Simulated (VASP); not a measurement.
# NaI in VASP: a series of runs

The runs below take NaI through electric field gradients, with PBE.

Everything below comes from runs of VASP 6.6.1. Logs are shortened: lines on timing, memory, paths and dates and some standing lists are left out, and cuts for length are marked.

### 1 The cell of the first run

Symmetry: R-3m, No. 166, trigonal system. The conventional cell has a = 4.543 Å, b = 4.543 Å, c = 11.379 Å, α = 90.00°, β = 90.00°, γ = 120.00°. Within 4.3 Å of Na (site symmetry -3m) lie 6 I at 3.24 Å. Within 4.3 Å of I (site symmetry -3m) lie 6 Na at 3.24 Å.

### 2 Electric field gradients, PBE (equal xy, yz and zx shear strains of +1.5 %)

Input file INCAR:

```
PREC = Accurate
ENCUT = 520
EDIFF = 1E-8
ISMEAR = -1
SIGMA = 0.02
LREAL = False
LASPH = True
NELM = 100
ALGO = Normal
ISIF = 2
LWAVE = False
LCHARG = False
GGA = PE
LEFG = True
NBANDS = 14
```

Input file KPOINTS:

```
regular mesh
0
Gamma
  8 8 8
```

Input file POSCAR:

```
NaI
1.0
    0.0485460000      3.2606730000      3.2606730000
    3.2606730000      0.0485460000      3.2606730000
    3.2606730000      3.2606730000      0.0485460000
Na I
1 1
Direct
    0.0000000000      0.0000000000      0.0000000000
    0.5000000000      0.5000000000      0.5000000000
```

Potentials or basis: VASP PAW PBE potentials, release 64 (Na_pv, I).

Launch:

```
> cat potpaw_PBE.64/Na_pv/POTCAR potpaw_PBE.64/I/POTCAR > POTCAR
> mpirun -np 1 vasp_std > vasp.out
```

OUTCAR:

```text
PREC = Accurate
   ENCUT = 520
   EDIFF = 1E-8
   ISMEAR = -1
   LREAL = False
   LASPH = True
   NELM = 100
   ISIF = 2
   GGA = PE

 ion  position               nearest neighbor table
   1  0.000  0.000  0.000-
   2  0.500  0.500  0.500-

  LATTYP: Found a trigonal (rhomboedric) cell.
 ALAT       =     4.6115435095
 COS(alpha) =     0.5148312781

  Lattice vectors:

 A1 = (   0.0485460000,   3.2606730000,   3.2606730000)
 A2 = (   3.2606730000,   0.0485460000,   3.2606730000)
 A3 = (   3.2606730000,   3.2606730000,   0.0485460000)

Analysis of symmetry for initial positions (statically):
=====================================================================
 Subroutine PRICEL returns:
 Original cell was already a primitive cell.

 Routine SETGRP: Setting up the symmetry group for a
 trigonal (rhombohedral) supercell.

 Subroutine GETGRP returns: Found 12 space group operations
 (whereof 12 operations were pure point group operations)
 out of a pool of 12 trial point group operations.

The static configuration has the point symmetry D_3d.

Analysis of symmetry for dynamics (positions and initial velocities):
=====================================================================
 Subroutine PRICEL returns:
 Original cell was already a primitive cell.

 Routine SETGRP: Setting up the symmetry group for a
 trigonal (rhombohedral) supercell.

 Subroutine GETGRP returns: Found 12 space group operations
 (whereof 12 operations were pure point group operations)
 out of a pool of 12 trial point group operations.

The dynamic configuration has the point symmetry D_3d.

 Subroutine INISYM returns: Found 12 space group operations
 (whereof 12 operations are pure point group operations),
 and found     1 'primitive' translations

----------------------------------------------------------------------------------------

                                     Primitive cell

  volume of cell :      67.7866

  direct lattice vectors                    reciprocal lattice vectors
     0.048546000  3.260673000  3.260673000    -0.156810295  0.154509899  0.154509899
     3.260673000  0.048546000  3.260673000     0.154509899 -0.156810295  0.154509899
     3.260673000  3.260673000  0.048546000     0.154509899  0.154509899 -0.156810295

  length of vectors
     4.611543509  4.611543509  4.611543509     0.268953688  0.268953688  0.268953688

  position of ions in fractional coordinates (direct lattice)
     0.000000000  0.000000000  0.000000000
     0.500000000  0.500000000  0.500000000

  ion indices of the primitive-cell ions
   primitive index   ion index
                 1           1
                 2           2

----------------------------------------------------------------------------------------

 KPOINTS: regular mesh

Automatic generation of k-mesh.
 Grid dimensions read from file:
 generate k-points for:    8    8    8

 Generating k-lattice:

  Cartesian coordinates                     Fractional coordinates (reciprocal lattice)
    -0.019601287  0.019313737  0.019313737     0.125000000  0.000000000  0.000000000
     0.019313737 -0.019601287  0.019313737     0.000000000  0.125000000  0.000000000
     0.019313737  0.019313737 -0.019601287     0.000000000  0.000000000  0.125000000

  Length of vectors
     0.033619211  0.033619211  0.033619211

  Shift w.r.t. Gamma in fractional coordinates (k-lattice)
     0.000000000  0.000000000  0.000000000

 Subroutine IBZKPT returns following result:
 ===========================================

 Found     65 irreducible k-points:

 Following reciprocal coordinates:
            Coordinates               Weight
  0.000000  0.000000  0.000000      1.000000
  0.125000  0.000000  0.000000      6.000000
  0.250000  0.000000  0.000000      6.000000
  0.375000  0.000000  0.000000      6.000000
  0.500000  0.000000  0.000000      3.000000
  0.125000  0.125000  0.000000      6.000000
[... 16 lines left out ...]
  0.250000  0.125000  0.125000      6.000000
  0.375000  0.125000  0.125000      6.000000
 [... further k-points ...]
   k-points           NKPTS =     65   k-points in BZ     NKDIM =     65   number of bands    NBANDS=     14
   number of dos      NEDOS =    301   number of ions     NIONS =      2
   total plane-waves  NPLWV =  46656
   dimension x,y,z NGX =    36 NGY =   36 NGZ =   36
   dimension x,y,z NGXF=    72 NGYF=   72 NGZF=   72
   ions per type =               1   1
   NGX,Y,Z   is equivalent  to a cutoff of  12.98, 12.98, 12.98 a.u.
   NGXF,Y,Z  is equivalent  to a cutoff of  25.96, 25.96, 25.96 a.u.
 SYSTEM =  unknown system
   PREC   = accura    normal or accurate (medium, high low for compatibility)
   ISTART =      0    job   : 0-new  1-cont  2-samecut
   ICHARG =      2    charge: 1-file 2-atom 10-const
   ISPIN  =      1    spin polarized calculation?
   LNONCOLLINEAR =      F non collinear calculations
   LSORBIT =      F    spin-orbit coupling
   LASPH  =      T    aspherical Exc in radial PAW
   ENCUT  =  520.0 eV  38.22 Ry    6.18 a.u.   8.57  8.57  8.57*2*pi/ulx,y,z
   NELM   =    100;   NELMIN=  2; NELMDL= -5     # of ELM steps
   EDIFF  = 0.1E-07   stopping-criterion for ELM
   LREAL  =      F    real-space projection
   EDIFFG = 0.1E-06   stopping-criterion for IOM
   NSW    =      0    number of steps for IOM
   IBRION =     -1    ionic relax: 0-MD 1-quasi-New 2-CG
   NFREE  =      0    steps in history (QN), initial steepest desc. (CG)
   ISIF   =      2    stress and relaxation
   ISYM   =      2    0-nonsym 1-usesym 2-fastsym
   POTIM  = 0.5000    time-step for ionic-motion
   TEBEG  =    0.0;   TEEND  =   0.0 temperature during run
   PSTRESS=    0.0 pullay stress
   NELECT =      14.0000    total number of electrons
   NUPDOWN=      -1.0000    fix difference up-down
   EMIN   =  10.00;   EMAX   =-10.00  energy-range for DOS
   EFERMI =   0.00;   METHOD = LEGACY
   ISMEAR =    -1;   SIGMA  =   0.02  broadening in eV -4-tet -1-fermi 0-gaus
   EFERMI_NEDOS =   21; number of points for ismear=-14 and -15
   IALGO  =     38    algorithm
   IMIX   =      4    mixing-type and parameters
     AMIX     =   0.40;   BMIX     =  1.00
     AMIX_MAG =   1.60;   BMIX_MAG =  1.00
  volume/ion in A,a.u.               =      33.89       228.72
  Fermi-wavevector in a.u.,A,eV,Ry     =   0.967690  1.828669 12.740824  0.936424
  Thomas-Fermi vector in A             =   2.097597
   LORBIT       =      0    0 simple, 1 ext, 2 COOP (PROOUT), +10 PAW based schemes
   GGA     = PE    functional components
   LHFCALC =     F    Hartree Fock is set to
   AEXX    =    0.0000 exact exchange contribution
   IVDW    =     0    specifies the selected vdW correction
   LEPSILON=     F    determine dielectric tensor
   LRPA    =     F    only Hartree local field effects (RPA)
 non-spin polarized calculation
  energy-cutoff  :      520.00
  volume of cell :       67.79
 maximum number of plane-waves:      1844
 NGX is ok and might be reduce to    36
   NGX = 17   NGY = 17   NGZ = 17

 number of electron      13.9999995 magnetization

 Free energy of the ion-electron system (eV)
  ---------------------------------------------------
  ext. energy  EPLUGINS =         0.00000000
  ---------------------------------------------------
  free energy    TOTEN  =        -5.38400955 eV

  energy without entropy =       -5.38400955  energy(sigma->0) =       -5.38400955

 E-fermi :   1.2720     XC(G=0):  -7.7053

 val. band max:        0.8423935600   @ k =   0.0000   0.0000   0.0000
 cond. band min:       4.4465464835   @ k =   0.0000   0.0000   0.0000
 fundamental gap:      3.6041529235
 Fermi energy:         1.2720030120

 k-point     1 :       0.0000    0.0000    0.0000
  band No.  band energies     occupation
      1     -21.6326      2.00000
      2     -21.6326      2.00000
      3     -21.6303      2.00000
      4     -10.2095      2.00000
      5       0.7423      2.00000
      6       0.8424      2.00000
      7       0.8424      2.00000
      8       4.4465      0.00000
      9       8.5756      0.00000
     10       8.8230      0.00000
     11       8.8230      0.00000
     12      10.5595      0.00000
     13      10.5595      0.00000
     14      11.2421      0.00000
[... 375 lines left out ...]
 k-point    24 :       0.3750    0.1250    0.1250
  band No.  band energies     occupation
      1     -21.6354      2.00000
      2     -21.6327      2.00000
      3     -21.6314      2.00000
      4      -9.9935      2.00000
      5      -0.7061      2.00000
      6       0.2824      2.00000
      7       0.6680      2.00000
      8       6.2695      0.00000
      9       8.1878      0.00000
     10       8.2816      0.00000
     11       8.8095      0.00000
     12      10.1235      0.00000
     13      11.6988      0.00000
     14      11.9514      0.00000

 [... further k-points ...]
[... 5 lines left out ...]
  --------------------------------------------------------------------------------------
  -------------------------------------------------------------------------------------
  Total        0.1833887      0.1833887      0.1833887     -0.0466738     -0.0466738     -0.0466738
  in kB        4.3345056      4.3345056      4.3345056     -1.1031646     -1.1031646     -1.1031646
  external PRESSURE =       4.3345056 kB  Pullay stress =       0.0000000 kB

 VOLUME and BASIS-vectors are now :
 -----------------------------------------------------------------------------
  energy-cutoff  :      520.00
  volume of cell :       67.79
      direct lattice vectors                 reciprocal lattice vectors
     0.048546000  3.260673000  3.260673000    -0.156810295  0.154509899  0.154509899
     3.260673000  0.048546000  3.260673000     0.154509899 -0.156810295  0.154509899
     3.260673000  3.260673000  0.048546000     0.154509899  0.154509899 -0.156810295

 POSITION                                       TOTAL-FORCE (eV/Angst)
 -----------------------------------------------------------------------------------
      0.00000      0.00000      0.00000        -0.000000      0.000000      0.000000
      3.28495      3.28495      3.28495         0.000000     -0.000000     -0.000000
 -----------------------------------------------------------------------------------
    total drift:                                0.000000      0.000000      0.000000

  FREE ENERGIE OF THE ION-ELECTRON SYSTEM (eV)
  ---------------------------------------------------
  free  energy   TOTEN  =        -5.3840095457 eV

  energy  without entropy=       -5.3840095457  energy(sigma->0) =       -5.38400955

 Electric field gradients (V/A^2)
---------------------------------------------------------------------
 ion       V_xx      V_yy      V_zz      V_xy      V_xz      V_yz
---------------------------------------------------------------------
   1      -0.000    -0.000     0.000    -0.216    -0.216    -0.216
   2      -0.000     0.000    -0.000     6.805     6.805     6.805
---------------------------------------------------------------------

 Electric field gradients after diagonalization (V/A^2)
 (convention: |V_zz| > |V_xx| > |V_yy|)
----------------------------------------------------------------------
 ion       V_xx      V_yy      V_zz     asymmetry (V_yy - V_xx)/ V_zz
----------------------------------------------------------------------
   1       0.216     0.216    -0.431       0.000
   2      -6.805    -6.805    13.610       0.000
----------------------------------------------------------------------

           NMR quadrupolar parameters

 Cq : quadrupolar parameter    Cq=e*Q*V_zz/h
 eta: asymmetry parameters     (V_yy - V_xx)/ V_zz
 Q  : nuclear electric quadrupole moment in mb (millibarn)
----------------------------------------------------------------------
 ion       Cq(MHz)       eta       Q (mb)
----------------------------------------------------------------------
   1      -0.001       0.000       1.000
   2       0.033       0.000       1.000
----------------------------------------------------------------------
```

It took 40 s on 1 thread of AMD EPYC 9R14 (Zen 4), shared host; peak memory 0.2 GiB.

Results:

* Free energy: -5.3840 eV
* Pressure: 0.4 GPa
* Band gap on the k mesh: 3.60 eV, direct

Levels at points of the mesh, in eV from the valence-band top:
```csv
k point,band 4,band 5,band 6,band 7,band 8,band 9,band 10,band 11
"(0.00, 0.00, 0.00)",-11.05,-0.10,0.00,0.00,3.60,7.73,7.98,7.98
"(0.50, 0.00, 0.00)",-10.73,-2.21,-0.36,-0.31,5.04,7.30,7.45,8.71
"(0.50, 0.50, 0.00)",-10.66,-1.94,-0.82,-0.73,4.46,5.53,9.82,11.25
"(0.50, 0.50, 0.50)",-10.76,-2.23,-0.26,-0.26,5.12,7.52,7.52,8.64
```

Electric field gradients, principal values (V/Å²):
```tsv
atom	least	middle	greatest (by size)
1 Na	0.216	0.216	-0.431
2 I	-6.805	-6.805	13.610
```

Caveat: the cell differs from its parent crystal (equal xy, yz and zx shear strains of +1.5 %); without QUAD_EFG the Cq values of the log hold for a quadrupole moment of 1 mb, not for the nuclei; spin-orbit coupling is left out, which moves the levels of the heavy elements.

(Part 1 of 2 ends here.)
